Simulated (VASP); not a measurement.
# Co (Fd-3m) in VASP: further runs

The runs below take Co through single point, with PBE.

Program: VASP 6.6.1. These are calculated values, not measurements. Logs are shortened: lines on timing, memory, paths and dates and some standing lists are left out, and cuts for length are marked.

## Step 1: The cell of the first run

It takes space group Fd-3m (No. 227, cubic). Conventional cell: a = 4.925 Å, b = 4.925 Å, c = 4.925 Å, α = 90.00°, β = 90.00°, γ = 90.00°. Within 2.8 Å of Co (site symmetry -43m) lie 4 Co at 2.13 Å.

## Step 2: Single point, PBE

INCAR reads:

```
SYSTEM = Co
ALGO = Normal ; EDIFF = 1E-6
ENCUT = 520 ; GGA = PE
ISIF = 2 ; ISMEAR = -1
LASPH = .True. ; LCHARG = .False.
LREAL = .False. ; LWAVE = .False.
NBANDS = 16 ; NELM = 100
PREC = Accurate ; SIGMA = 0.1
```

KPOINTS reads:

```
k-points
0
Gamma
  11 11 11
  0 0 0
```

POSCAR reads:

```
Co
1.0
    0.0000000000      2.4626286587      2.4626286587
    2.4626286587      0.0000000000      2.4626286587
    2.4626286587      2.4626286587      0.0000000000
Co
2
Direct
    0.1250000000      0.1250000000      0.1250000000
    0.8750000000      0.8750000000      0.8750000000
```

Potentials or basis: VASP PAW PBE potentials, release 64 (Co).

The run is started by

```sh
> cat potpaw_PBE.64/Co/POTCAR > POTCAR
> mpirun -np 1 vasp_std > vasp.out
```

OUTCAR:

```text
SYSTEM = Co
   EDIFF = 1E-6
   ENCUT = 520
   GGA = PE
   ISIF = 2
   ISMEAR = -1
   LASPH = .True.
   LREAL = .False.
   NELM = 100
   PREC = Accurate

 ion  position               nearest neighbor table
   1  0.125  0.125  0.125-   2 2.13   2 2.13   2 2.13   2 2.13
   2  0.875  0.875  0.875-   1 2.13   1 2.13   1 2.13   1 2.13

  LATTYP: Found a face centered cubic cell.
 ALAT       =     4.9252573174

  Lattice vectors:

 A1 = (   0.0000000000,   2.4626286587,   2.4626286587)
 A2 = (   2.4626286587,   0.0000000000,   2.4626286587)
 A3 = (   2.4626286587,   2.4626286587,   0.0000000000)

Analysis of symmetry for initial positions (statically):
=====================================================================
 Subroutine PRICEL returns:
 Original cell was already a primitive cell.

 Routine SETGRP: Setting up the symmetry group for a
 face centered cubic supercell.

 Subroutine GETGRP returns: Found 48 space group operations
 (whereof 12 operations were pure point group operations)
 out of a pool of 48 trial point group operations.

The static configuration has the point symmetry D_3d.
 The point group associated with its full space group is O_h .

Analysis of symmetry for dynamics (positions and initial velocities):
=====================================================================
 Subroutine PRICEL returns:
 Original cell was already a primitive cell.

 Routine SETGRP: Setting up the symmetry group for a
 face centered cubic supercell.

 Subroutine GETGRP returns: Found 48 space group operations
 (whereof 12 operations were pure point group operations)
 out of a pool of 48 trial point group operations.

The dynamic configuration has the point symmetry D_3d.
 The point group associated with its full space group is O_h .

 Subroutine INISYM returns: Found 48 space group operations
 (whereof 12 operations are pure point group operations),
 and found     1 'primitive' translations

----------------------------------------------------------------------------------------

                                     Primitive cell

  volume of cell :      29.8694

  direct lattice vectors                    reciprocal lattice vectors
     0.000000000  2.462628659  2.462628659    -0.203035077  0.203035077  0.203035077
     2.462628659  0.000000000  2.462628659     0.203035077 -0.203035077  0.203035077
     2.462628659  2.462628659  0.000000000     0.203035077  0.203035077 -0.203035077

  length of vectors
     3.482682848  3.482682848  3.482682848     0.351667070  0.351667070  0.351667070

  position of ions in fractional coordinates (direct lattice)
     0.125000000  0.125000000  0.125000000
     0.875000000  0.875000000  0.875000000

  ion indices of the primitive-cell ions
   primitive index   ion index
                 1           1
                 2           2

----------------------------------------------------------------------------------------

 KPOINTS: k-points

Automatic generation of k-mesh.
 Grid dimensions read from file:
 generate k-points for:   11   11   11

 Generating k-lattice:

  Cartesian coordinates                     Fractional coordinates (reciprocal lattice)
    -0.018457734  0.018457734  0.018457734     0.090909091  0.000000000  0.000000000
     0.018457734 -0.018457734  0.018457734     0.000000000  0.090909091  0.000000000
     0.018457734  0.018457734 -0.018457734     0.000000000  0.000000000  0.090909091

  Length of vectors
     0.031969734  0.031969734  0.031969734

  Shift w.r.t. Gamma in fractional coordinates (k-lattice)
     0.000000000  0.000000000  0.000000000

 Subroutine IBZKPT returns following result:
 ===========================================

 Found     56 irreducible k-points:

 Following reciprocal coordinates:
            Coordinates               Weight
  0.000000  0.000000  0.000000      1.000000
  0.090909  0.000000  0.000000      8.000000
  0.181818  0.000000  0.000000      8.000000
  0.272727  0.000000  0.000000      8.000000
  0.363636  0.000000  0.000000      8.000000
  0.454545  0.000000  0.000000      8.000000
[... 16 lines left out ...]
 -0.272727  0.181818  0.000000     24.000000
 -0.181818  0.181818  0.000000     12.000000
 [... further k-points ...]
   k-points           NKPTS =     56   k-points in BZ     NKDIM =     56   number of bands    NBANDS=     16
   number of dos      NEDOS =    301   number of ions     NIONS =      2
   total plane-waves  NPLWV =  21952
   dimension x,y,z NGX =    28 NGY =   28 NGZ =   28
   dimension x,y,z NGXF=    56 NGYF=   56 NGZF=   56
   ions per type =               2
   NGX,Y,Z   is equivalent  to a cutoff of  13.37, 13.37, 13.37 a.u.
   NGXF,Y,Z  is equivalent  to a cutoff of  26.73, 26.73, 26.73 a.u.
 SYSTEM =  Co
   PREC   = accura    normal or accurate (medium, high low for compatibility)
   ISTART =      0    job   : 0-new  1-cont  2-samecut
   ICHARG =      2    charge: 1-file 2-atom 10-const
   ISPIN  =      1    spin polarized calculation?
   LNONCOLLINEAR =      F non collinear calculations
   LSORBIT =      F    spin-orbit coupling
   LASPH  =      T    aspherical Exc in radial PAW
   ENCUT  =  520.0 eV  38.22 Ry    6.18 a.u.   6.48  6.48  6.48*2*pi/ulx,y,z
   NELM   =    100;   NELMIN=  2; NELMDL= -5     # of ELM steps
   EDIFF  = 0.1E-05   stopping-criterion for ELM
   LREAL  =      F    real-space projection
   EDIFFG = 0.1E-04   stopping-criterion for IOM
   NSW    =      0    number of steps for IOM
   IBRION =     -1    ionic relax: 0-MD 1-quasi-New 2-CG
   NFREE  =      0    steps in history (QN), initial steepest desc. (CG)
   ISIF   =      2    stress and relaxation
   ISYM   =      2    0-nonsym 1-usesym 2-fastsym
   POTIM  = 0.5000    time-step for ionic-motion
   TEBEG  =    0.0;   TEEND  =   0.0 temperature during run
   PSTRESS=    0.0 pullay stress
   NELECT =      18.0000    total number of electrons
   NUPDOWN=      -1.0000    fix difference up-down
   EMIN   =  10.00;   EMAX   =-10.00  energy-range for DOS
   EFERMI =   0.00;   METHOD = LEGACY
   ISMEAR =    -1;   SIGMA  =   0.10  broadening in eV -4-tet -1-fermi 0-gaus
   EFERMI_NEDOS =   21; number of points for ismear=-14 and -15
   IALGO  =     38    algorithm
   IMIX   =      4    mixing-type and parameters
     AMIX     =   0.40;   BMIX     =  1.00
     AMIX_MAG =   1.60;   BMIX_MAG =  1.00
  volume/ion in A,a.u.               =      14.93       100.78
  Fermi-wavevector in a.u.,A,eV,Ry     =   1.382792  2.613097 26.015872  1.912113
  Thomas-Fermi vector in A             =   2.507450
   LORBIT       =      0    0 simple, 1 ext, 2 COOP (PROOUT), +10 PAW based schemes
   GGA     = PE    functional components
   LHFCALC =     F    Hartree Fock is set to
   AEXX    =    0.0000 exact exchange contribution
   IVDW    =     0    specifies the selected vdW correction
   LEPSILON=     F    determine dielectric tensor
   LRPA    =     F    only Hartree local field effects (RPA)
 non-spin polarized calculation
  energy-cutoff  :      520.00
  volume of cell :       29.87
 maximum number of plane-waves:       822
 NGX is ok and might be reduce to    28
   NGX = 13   NGY = 13   NGZ = 13

 number of electron      17.9999993 magnetization

 Free energy of the ion-electron system (eV)
  ---------------------------------------------------
  ext. energy  EPLUGINS =         0.00000000
  ---------------------------------------------------
  free energy    TOTEN  =       -11.46396734 eV

  energy without entropy =      -11.32030177  energy(sigma->0) =      -11.39213455

 E-fermi :   6.2816     XC(G=0): -11.3278

 val. band max:        6.2460268601   @ k =  -0.1818   0.1818   0.0000
 cond. band min:       6.2911702054   @ k =   0.4545   0.1818   0.0000
 fundamental gap:      0.0451433453
 Fermi energy:         6.2816079406

 k-point     1 :       0.0000    0.0000    0.0000
  band No.  band energies     occupation
      1      -0.5731      2.00000
      2       3.2943      2.00000
      3       3.2943      2.00000
      4       3.4493      2.00000
      5       3.4493      2.00000
      6       3.4493      2.00000
[... 8 lines left out ...]
     15      19.8323      0.00000
     16      19.8323      0.00000

 k-point     2 :       0.0909    0.0000    0.0000
  band No.  band energies     occupation
      1      -0.4104      2.00000
      2       3.2000      2.00000
      3       3.2000      2.00000
      4       3.4578      2.00000
      5       3.5810      2.00000
      6       3.5810      2.00000
[... 8 lines left out ...]
     15      20.5848      0.00000
     16      20.9728      0.00000

 k-point     3 :       0.1818    0.0000    0.0000
  band No.  band energies     occupation
      1       0.0652      2.00000
      2       3.1224      2.00000
      3       3.1224      2.00000
      4       3.4923      2.00000
      5       3.7394      2.00000
      6       3.7394      2.00000
[... 8 lines left out ...]
     15      20.0375      0.00000
     16      21.7999      0.00000

 k-point     4 :       0.2727    0.0000    0.0000
  band No.  band energies     occupation
      1       0.8079      2.00000
      2       3.1231      2.00000
      3       3.1231      2.00000
      4       3.5651      2.00000
      5       3.7901      2.00000
      6       3.7901      2.00000
[... 8 lines left out ...]
     15      19.4721      0.00000
     16      21.0114      0.00000
[... 324 lines left out ...]
 k-point    22 :      -0.3636    0.1818    0.0000
  band No.  band energies     occupation
      1       2.4819      2.00000
      2       3.1253      2.00000
      3       3.1896      2.00000
      4       3.3823      2.00000
      5       3.7947      2.00000
      6       4.0796      2.00000
[... 8 lines left out ...]
     15      17.8934      0.00000
     16      21.8757      0.00000

 k-point    23 :      -0.2727    0.1818    0.0000
  band No.  band energies     occupation
      1       1.8235      2.00000
      2       2.9970      2.00000
      3       3.3102      2.00000
      4       3.4020      2.00000
      5       3.7077      2.00000
      6       4.1703      2.00000
[... 8 lines left out ...]
     15      18.4337      0.00000
     16      21.6847      0.00000

 k-point    24 :      -0.1818    0.1818    0.0000
  band No.  band energies     occupation
      1       1.0488      2.00000
      2       2.9456      2.00000
      3       3.3118      2.00000
      4       3.4351      2.00000
      5       3.7063      2.00000
      6       4.0990      2.00000
[... 8 lines left out ...]
     15      19.1671      0.00000
     16      21.4965      0.00000

 [... further k-points ...]
[... 5 lines left out ...]
  --------------------------------------------------------------------------------------
  -------------------------------------------------------------------------------------
  Total       -0.1762382     -0.1762382     -0.1762382     -0.0000000     -0.0000000      0.0000000
  in kB       -9.4533103     -9.4533103     -9.4533103     -0.0000000     -0.0000000      0.0000000
  external PRESSURE =      -9.4533103 kB  Pullay stress =       0.0000000 kB

 VOLUME and BASIS-vectors are now :
 -----------------------------------------------------------------------------
  energy-cutoff  :      520.00
  volume of cell :       29.87
      direct lattice vectors                 reciprocal lattice vectors
     0.000000000  2.462628659  2.462628659    -0.203035077  0.203035077  0.203035077
     2.462628659  0.000000000  2.462628659     0.203035077 -0.203035077  0.203035077
     2.462628659  2.462628659  0.000000000     0.203035077  0.203035077 -0.203035077

 POSITION                                       TOTAL-FORCE (eV/Angst)
 -----------------------------------------------------------------------------------
      0.61566      0.61566      0.61566        -0.000000     -0.000000     -0.000000
      4.30960      4.30960      4.30960         0.000000      0.000000      0.000000
 -----------------------------------------------------------------------------------
    total drift:                                0.000000      0.000000     -0.000000

  FREE ENERGIE OF THE ION-ELECTRON SYSTEM (eV)
  ---------------------------------------------------
  free  energy   TOTEN  =       -11.4639673356 eV

  energy  without entropy=      -11.3203017731  energy(sigma->0) =      -11.39213455
```

Run time: 16 s. Hardware: 1 thread of Intel Xeon 6975P-C, shared host; peak memory 0.17 GiB.

What came out:

```
Free energy            : -11.4640 eV
Pressure               : -0.9 GPa
Band gap on the k mesh : zero (band 9 reaches 6.71 eV, above the bottom of band 10 at 6.03 eV)
```

Levels at points of the mesh, in eV from the Fermi level:
```csv
k point,band 5,band 6,band 7,band 8,band 9,band 10,band 11,band 12,band 13,band 14
"(0.00, 0.00, 0.00)",-2.83,-2.83,-1.03,-1.03,-1.03,0.29,0.29,13.25,13.25,13.25
```

Caveat: the run has no spin polarisation, though such a crystal can be magnetic. Spin polarisation is off, so any magnetic state and its effect on volume and gap are missing.

[end of part 1 of 2]
